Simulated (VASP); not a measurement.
# BaZrO3 (Pm-3m) in VASP: further runs

BaZrO3 is run at these levels: LDA, PBE, PBEsol, RPBE; tasks: single point.

All numbers are computed with VASP 6.6.1; they aren't measurements. Logs are shortened: lines on timing, memory, paths and dates and some standing lists are left out, and cuts for length are marked.

### Step 1. The cell of the first run

The structure is cubic, space group Pm-3m (No. 221). Conventional cell: a = 4.147 Å, b = 4.147 Å, c = 4.147 Å, α = 90.00°, β = 90.00°, γ = 90.00°. Within 3.9 Å of Ba (site symmetry m-3m) lie 12 O at 2.93 Å and 8 Zr at 3.59 Å. Within 2.7 Å of Zr (site symmetry m-3m) lie 6 O at 2.07 Å. Within 2.7 Å of O (site symmetry 4/mmm) lie 2 Zr at 2.07 Å.

### Step 2. Single point, LDA

INCAR reads:

```
PREC = Accurate
ENCUT = 520
EDIFF = 1E-6
ISMEAR = -1
SIGMA = 0.05
LREAL = False
LASPH = True
NELM = 60
ALGO = Normal
ISIF = 2
LWAVE = False
LCHARG = False
NBANDS = 28
```

KPOINTS reads:

```
Automatic mesh
0
Gamma
  6 6 6
```

POSCAR reads:

```
BaZrO3
1.0
    4.1473634956      0.0000000000      0.0000000000
    0.0000000000      4.1473634956      0.0000000000
    0.0000000000      0.0000000000      4.1473634956
Ba Zr O
1 1 3
Direct
    0.0000000000      0.0000000000      0.0000000000
    0.5000000000      0.5000000000      0.5000000000
    0.5000000000      0.5000000000      0.0000000000
    0.5000000000      0.0000000000      0.5000000000
    0.0000000000      0.5000000000      0.5000000000
```

Potentials or basis: VASP PAW LDA potentials, release 64 (Ba_sv, Zr_sv, O).

The run is started by

```bash
$ cat potpaw_LDA.64/Ba_sv/POTCAR potpaw_LDA.64/Zr_sv/POTCAR potpaw_LDA.64/O/POTCAR > POTCAR
$ mpirun -np 1 vasp_std > vasp.out
```

OUTCAR:

```text
PREC = Accurate
   ENCUT = 520
   EDIFF = 1E-6
   ISMEAR = -1
   LREAL = False
   LASPH = True
   NELM = 60
   ISIF = 2

 ion  position               nearest neighbor table
   1  0.000  0.000  0.000-   3 2.93   4 2.93   5 2.93   4 2.93   5 2.93   3 2.93   5 2.93   5 2.93
                             3 2.93   4 2.93   4 2.93   3 2.93   2 3.59   2 3.59   2 3.59   2 3.59
   2  0.500  0.500  0.500-   3 2.07   4 2.07   5 2.07   3 2.07   4 2.07   5 2.07   1 3.59   1 3.59
                             1 3.59   1 3.59   1 3.59   1 3.59   1 3.59   1 3.59
   3  0.500  0.500  0.000-   2 2.07   2 2.07   1 2.93   1 2.93   1 2.93   1 2.93
   4  0.500  0.000  0.500-   2 2.07   2 2.07   1 2.93   1 2.93   1 2.93   1 2.93
   5  0.000  0.500  0.500-   2 2.07   2 2.07   1 2.93   1 2.93   1 2.93   1 2.93

  LATTYP: Found a simple cubic cell.
 ALAT       =     4.1473634956

  Lattice vectors:

 A1 = (   4.1473634956,   0.0000000000,   0.0000000000)
 A2 = (   0.0000000000,   4.1473634956,   0.0000000000)
 A3 = (   0.0000000000,   0.0000000000,   4.1473634956)

Analysis of symmetry for initial positions (statically):
=====================================================================
 Subroutine PRICEL returns:
 Original cell was already a primitive cell.

 Routine SETGRP: Setting up the symmetry group for a
 simple cubic supercell.

 Subroutine GETGRP returns: Found 48 space group operations
[... 9 lines left out ...]

 Routine SETGRP: Setting up the symmetry group for a
 simple cubic supercell.

 Subroutine GETGRP returns: Found 48 space group operations
[... 11 lines left out ...]
                                     Primitive cell

  volume of cell :      71.3372

  direct lattice vectors                    reciprocal lattice vectors
     4.147363496  0.000000000  0.000000000     0.241117038  0.000000000  0.000000000
     0.000000000  4.147363496  0.000000000     0.000000000  0.241117038  0.000000000
     0.000000000  0.000000000  4.147363496     0.000000000  0.000000000  0.241117038

  length of vectors
     4.147363496  4.147363496  4.147363496     0.241117038  0.241117038  0.241117038

  position of ions in fractional coordinates (direct lattice)
     0.000000000  0.000000000  0.000000000
     0.500000000  0.500000000  0.500000000
     0.500000000  0.500000000  0.000000000
     0.500000000  0.000000000  0.500000000
     0.000000000  0.500000000  0.500000000

  ion indices of the primitive-cell ions
   primitive index   ion index
                 1           1
                 2           2
                 3           3
                 4           4
                 5           5

----------------------------------------------------------------------------------------

 KPOINTS: Automatic mesh

Automatic generation of k-mesh.
 Grid dimensions read from file:
 generate k-points for:    6    6    6

 Generating k-lattice:

  Cartesian coordinates                     Fractional coordinates (reciprocal lattice)
     0.040186173  0.000000000  0.000000000     0.166666667  0.000000000  0.000000000
     0.000000000  0.040186173  0.000000000     0.000000000  0.166666667  0.000000000
     0.000000000  0.000000000  0.040186173     0.000000000  0.000000000  0.166666667

  Length of vectors
     0.040186173  0.040186173  0.040186173

  Shift w.r.t. Gamma in fractional coordinates (k-lattice)
     0.000000000  0.000000000  0.000000000

 Subroutine IBZKPT returns following result:
 ===========================================

 Found     20 irreducible k-points:

 Following reciprocal coordinates:
            Coordinates               Weight
  0.000000  0.000000  0.000000      1.000000
  0.166667  0.000000  0.000000      6.000000
  0.333333  0.000000  0.000000      6.000000
  0.500000  0.000000  0.000000      3.000000
  0.166667  0.166667  0.000000     12.000000
  0.333333  0.166667  0.000000     24.000000
[... 12 lines left out ...]
  0.500000  0.500000  0.333333      6.000000
  0.500000  0.500000  0.500000      1.000000
   k-points           NKPTS =     20   k-points in BZ     NKDIM =     20   number of bands    NBANDS=     28
   number of dos      NEDOS =    301   number of ions     NIONS =      5
   total plane-waves  NPLWV =  32768
   dimension x,y,z NGX =    32 NGY =   32 NGZ =   32
   dimension x,y,z NGXF=    64 NGYF=   64 NGZF=   64
   ions per type =               1   1   3
   NGX,Y,Z   is equivalent  to a cutoff of  12.83, 12.83, 12.83 a.u.
   NGXF,Y,Z  is equivalent  to a cutoff of  25.65, 25.65, 25.65 a.u.
 SYSTEM =  unknown system
   PREC   = accura    normal or accurate (medium, high low for compatibility)
   ISTART =      0    job   : 0-new  1-cont  2-samecut
   ICHARG =      2    charge: 1-file 2-atom 10-const
   ISPIN  =      1    spin polarized calculation?
   LNONCOLLINEAR =      F non collinear calculations
   LSORBIT =      F    spin-orbit coupling
   LASPH  =      T    aspherical Exc in radial PAW
   ENCUT  =  520.0 eV  38.22 Ry    6.18 a.u.   7.71  7.71  7.71*2*pi/ulx,y,z
   NELM   =     60;   NELMIN=  2; NELMDL= -5     # of ELM steps
   EDIFF  = 0.1E-05   stopping-criterion for ELM
   LREAL  =      F    real-space projection
   EDIFFG = 0.1E-04   stopping-criterion for IOM
   NSW    =      0    number of steps for IOM
   IBRION =     -1    ionic relax: 0-MD 1-quasi-New 2-CG
   NFREE  =      0    steps in history (QN), initial steepest desc. (CG)
   ISIF   =      2    stress and relaxation
   ISYM   =      2    0-nonsym 1-usesym 2-fastsym
   POTIM  = 0.5000    time-step for ionic-motion
   TEBEG  =    0.0;   TEEND  =   0.0 temperature during run
   PSTRESS=    0.0 pullay stress
   NELECT =      40.0000    total number of electrons
   NUPDOWN=      -1.0000    fix difference up-down
   EMIN   =  10.00;   EMAX   =-10.00  energy-range for DOS
   EFERMI =   0.00;   METHOD = LEGACY
   ISMEAR =    -1;   SIGMA  =   0.05  broadening in eV -4-tet -1-fermi 0-gaus
   EFERMI_NEDOS =   21; number of points for ismear=-14 and -15
   IALGO  =     38    algorithm
   IMIX   =      4    mixing-type and parameters
     AMIX     =   0.40;   BMIX     =  1.00
     AMIX_MAG =   1.60;   BMIX_MAG =  1.00
  volume/ion in A,a.u.               =      14.27        96.28
  Fermi-wavevector in a.u.,A,eV,Ry     =   1.349966  2.551065 24.795357  1.822407
  Thomas-Fermi vector in A             =   2.477509
   LORBIT       =      0    0 simple, 1 ext, 2 COOP (PROOUT), +10 PAW based schemes
   GGA     = CA    functional components
   LHFCALC =     F    Hartree Fock is set to
   AEXX    =    0.0000 exact exchange contribution
   IVDW    =     0    specifies the selected vdW correction
   LEPSILON=     F    determine dielectric tensor
   LRPA    =     F    only Hartree local field effects (RPA)
 non-spin polarized calculation
  energy-cutoff  :      520.00
  volume of cell :       71.34
 maximum number of plane-waves:      1936
 NGX is ok and might be reduce to    32
   NGX = 15   NGY = 15   NGZ = 15

 number of electron      40.0000017 magnetization

 Free energy of the ion-electron system (eV)
  ---------------------------------------------------
  ext. energy  EPLUGINS =         0.00000000
  ---------------------------------------------------
  free energy    TOTEN  =       -45.73767192 eV

  energy without entropy =      -45.73767192  energy(sigma->0) =      -45.73767192

 E-fermi :   4.7642     XC(G=0): -11.3943

 val. band max:        3.7033841802   @ k =   0.5000   0.5000   0.5000
 cond. band min:       6.8357501333   @ k =   0.0000   0.0000   0.0000
 fundamental gap:      3.1323659531
 Fermi energy:         4.7641815109

 k-point     1 :       0.0000    0.0000    0.0000
  band No.  band energies     occupation
      1     -42.7635      2.00000
      2     -21.3401      2.00000
      3     -21.1482      2.00000
      4     -21.1482      2.00000
      5     -21.1482      2.00000
      6     -12.4069      2.00000
[... 20 lines left out ...]
     27      11.5400      0.00000
     28      11.5400      0.00000

 k-point     2 :       0.1667    0.0000    0.0000
  band No.  band energies     occupation
      1     -42.7624      2.00000
      2     -21.4202      2.00000
      3     -21.1460      2.00000
      4     -21.1460      2.00000
      5     -21.1233      2.00000
      6     -12.4280      2.00000
[... 20 lines left out ...]
     27      11.5424      0.00000
     28      12.0668      0.00000

 k-point     3 :       0.3333    0.0000    0.0000
  band No.  band energies     occupation
      1     -42.7603      2.00000
      2     -21.5636      2.00000
      3     -21.1416      2.00000
      4     -21.1416      2.00000
      5     -21.0833      2.00000
      6     -12.5667      2.00000
[... 20 lines left out ...]
     27      11.5418      0.00000
     28      11.7522      0.00000

 k-point     4 :       0.5000    0.0000    0.0000
  band No.  band energies     occupation
      1     -42.7593      2.00000
      2     -21.6306      2.00000
      3     -21.1395      2.00000
      4     -21.1395      2.00000
      5     -21.0648      2.00000
      6     -12.6415      2.00000
[... 20 lines left out ...]
     27      11.5343      0.00000
     28      12.4014      0.00000

 k-point     5 :       0.1667    0.1667    0.0000
  band No.  band energies     occupation
      1     -42.7614      2.00000
      2     -21.4393      2.00000
      3     -21.2216      2.00000
      4     -21.1439      2.00000
      5     -21.0849      2.00000
      6     -12.3780      2.00000
[... 20 lines left out ...]
     27      11.9795      0.00000
     28      11.9875      0.00000

 k-point     6 :       0.3333    0.1667    0.0000
  band No.  band energies     occupation
      1     -42.7593      2.00000
      2     -21.5338      2.00000
      3     -21.2351      2.00000
      4     -21.1396      2.00000
      5     -21.0827      2.00000
      6     -12.4396      2.00000
[... 339 lines left out ...]
      5     -21.1596      2.00000
      6     -11.5552      2.00000
[... 20 lines left out ...]
     27      12.1316      0.00000
     28      12.1316      0.00000

 k-point    18 :       0.5000    0.3333    0.3333
  band No.  band energies     occupation
      1     -42.7531      2.00000
      2     -21.4424      2.00000
      3     -21.3534      2.00000
      4     -21.3507      2.00000
      5     -21.1839      2.00000
      6     -11.4886      2.00000
[... 20 lines left out ...]
     27      12.1136      0.00000
     28      12.8499      0.00000

 k-point    19 :       0.5000    0.5000    0.3333
  band No.  band energies     occupation
      1     -42.7521      2.00000
      2     -21.4204      2.00000
      3     -21.4204      2.00000
      4     -21.3492      2.00000
      5     -21.1928      2.00000
      6     -11.3747      2.00000
[... 20 lines left out ...]
     27      12.3935      0.00000
     28      13.2205      0.00000

 k-point    20 :       0.5000    0.5000    0.5000
  band No.  band energies     occupation
      1     -42.7511      2.00000
      2     -21.4173      2.00000
      3     -21.4173      2.00000
      4     -21.4173      2.00000
      5     -21.1817      2.00000
      6     -11.0463      2.00000
[... 20 lines left out ...]
     27      13.0874      0.00000
     28      13.0874      0.00000

------------------------ aborting loop because EDIFF is reached ----------------------------------------

  FORCE on cell =-STRESS in cart. coord.  units (eV):
  Direction    XX          YY          ZZ          XY          YZ          ZX
  --------------------------------------------------------------------------------------
  -------------------------------------------------------------------------------------
  Total        0.6789001      0.6789001      0.6789001      0.0000000      0.0000000     -0.0000000
  in kB       15.2475536     15.2475536     15.2475536      0.0000000      0.0000000     -0.0000000
  external PRESSURE =      15.2475536 kB  Pullay stress =       0.0000000 kB

 VOLUME and BASIS-vectors are now :
 -----------------------------------------------------------------------------
  energy-cutoff  :      520.00
  volume of cell :       71.34
      direct lattice vectors                 reciprocal lattice vectors
     4.147363496  0.000000000  0.000000000     0.241117038  0.000000000  0.000000000
     0.000000000  4.147363496  0.000000000     0.000000000  0.241117038  0.000000000
     0.000000000  0.000000000  4.147363496     0.000000000  0.000000000  0.241117038

 POSITION                                       TOTAL-FORCE (eV/Angst)
 -----------------------------------------------------------------------------------
      0.00000      0.00000      0.00000         0.000000      0.000000      0.000000
      2.07368      2.07368      2.07368         0.000000      0.000000      0.000000
      2.07368      2.07368      0.00000         0.000000      0.000000      0.000000
      2.07368      0.00000      2.07368         0.000000      0.000000      0.000000
      0.00000      2.07368      2.07368         0.000000      0.000000      0.000000
 -----------------------------------------------------------------------------------
    total drift:                                0.000000     -0.000000     -0.000000

  FREE ENERGIE OF THE ION-ELECTRON SYSTEM (eV)
  ---------------------------------------------------
  free  energy   TOTEN  =       -45.7376719200 eV

  energy  without entropy=      -45.7376719200  energy(sigma->0) =      -45.73767192
```

It took 16 s on 1 thread of Intel Xeon Platinum 8559C (Emerald Rapids), shared host; peak memory 0.17 GiB.

What came out:

- Free energy: -45.7377 eV
- Pressure: 1.5 GPa
- Band gap on the k mesh: 3.13 eV, indirect (least direct gap 3.31 eV)

Caveat: spin-orbit coupling is left out, which moves the levels of the heavy elements. Expect the measured gap to be larger: semilocal functionals such as LDA lack the derivative discontinuity.

### Step 3. Single point, PBE

This run uses another cell than the first one, of 14.73 Å³/atom, 1.032 times its volume.

INCAR reads:

```
PREC = Accurate
ENCUT = 520
EDIFF = 1E-6
ISMEAR = -1
SIGMA = 0.05
LREAL = F
LASPH = T
NELM = 60
ALGO = Normal
ISIF = 2
LWAVE = F
LCHARG = T
GGA = PE
LELF = T
LVHAR = T
NBANDS = 28
```

KPOINTS reads:

```
regular mesh
0
Gamma
  6 6 6
```

POSCAR, as its differences from that of step 2:

```diff
@@ -2,5 +2,5 @@
 1.0
-    4.1473634956      0.0000000000      0.0000000000
-    0.0000000000      4.1473634956      0.0000000000
-    0.0000000000      0.0000000000      4.1473634956
+    4.1913400000      0.0000000000      0.0000000000
+    0.0000000000      4.1913400000      0.0000000000
+    0.0000000000      0.0000000000      4.1913400000
 Ba Zr O
```

Potentials or basis: VASP PAW PBE potentials, release 64 (Ba_sv, Zr_sv, O).

The run is started by

```bash
$ cat potpaw_PBE.64/Ba_sv/POTCAR potpaw_PBE.64/Zr_sv/POTCAR potpaw_PBE.64/O/POTCAR > POTCAR
$ mpirun -np 1 vasp_std > vasp.out
```

Wall time 19 s (1 thread of Intel Xeon Platinum 8559C (Emerald Rapids), shared host); peak memory 0.19 GiB.

Results (log left out):

```yaml
Free_energy: -41.6861 eV
Pressure: 5.1 GPa
Band_gap_on_the_k_mesh: 3.19 eV, indirect (least direct gap 3.41 eV)
```

Levels at points of the mesh, in eV from the valence-band top:
```csv
k point,band 17,band 18,band 19,band 20,band 21,band 22,band 23,band 24
"(0.00, 0.00, 0.00)",-0.98,-0.22,-0.22,-0.22,3.19,3.19,3.19,4.65
"(0.50, 0.00, 0.00)",-1.73,-1.68,-0.45,-0.45,3.64,5.71,5.71,6.43
"(0.50, 0.50, 0.00)",-0.93,-0.93,-0.79,-0.08,5.68,5.68,6.46,6.50
"(0.50, 0.50, 0.50)",-2.54,0.00,0.00,0.00,5.98,5.98,5.98,7.00
```

Caveat: spin-orbit coupling is left out, which moves the levels of the heavy elements.

### Step 4. Single point, PBEsol

This run uses another cell than the first one, of 14.62 Å³/atom, 1.025 times its volume.

INCAR reads:

```
ALGO = Normal
EDIFF = 1E-7
ENCUT = 520
GGA = PS
ISIF = 2
ISMEAR = -1
LASPH = T
LCHARG = F
LREAL = F
LWAVE = F
NBANDS = 28
NELM = 60
PREC = Accurate
SIGMA = 0.05
```

KPOINTS reads:

```
k-points
0
Gamma
  6 6 6
```

POSCAR, as its differences from that of step 3:

```diff
@@ -2,5 +2,5 @@
 1.0
-    4.1913400000      0.0000000000      0.0000000000
-    0.0000000000      4.1913400000      0.0000000000
-    0.0000000000      0.0000000000      4.1913400000
+    4.1810436719      0.0000000000      0.0000000000
+    0.0000000000      4.1810436719      0.0000000000
+    0.0000000000      0.0000000000      4.1810436719
 Ba Zr O
```

The run is started by

```bash
$ cat potpaw_PBE.64/Ba_sv/POTCAR potpaw_PBE.64/Zr_sv/POTCAR potpaw_PBE.64/O/POTCAR > POTCAR
$ mpirun -np 1 vasp_std > vasp.out
```

Run time: 20 s. Hardware: 1 thread of Intel Xeon Platinum 8559C (Emerald Rapids), shared host; peak memory 0.19 GiB.

The run converged. Its results:

- Free energy: -43.6208 eV
- Pressure: 1.1 GPa
- Band gap on the k mesh: 3.12 eV, indirect (least direct gap 3.33 eV)

Levels at points of the mesh, in eV from the valence-band top:
```tsv
k point	band 17	band 18	band 19	band 20	band 21	band 22	band 23	band 24
(0.00, 0.00, 0.00)	-1.01	-0.21	-0.21	-0.21	3.12	3.12	3.12	4.55
(0.50, 0.00, 0.00)	-1.77	-1.74	-0.44	-0.44	3.58	5.73	5.73	6.39
(0.50, 0.50, 0.00)	-0.94	-0.94	-0.77	-0.08	5.70	5.70	6.46	6.49
(0.50, 0.50, 0.50)	-2.57	0.00	0.00	0.00	5.93	5.93	5.93	7.06
```

Caveat: the PAW data sets were made with another functional, which shifts forces and pressure a little; spin-orbit coupling is left out, which moves the levels of the heavy elements.

[end of part 1 of 2]
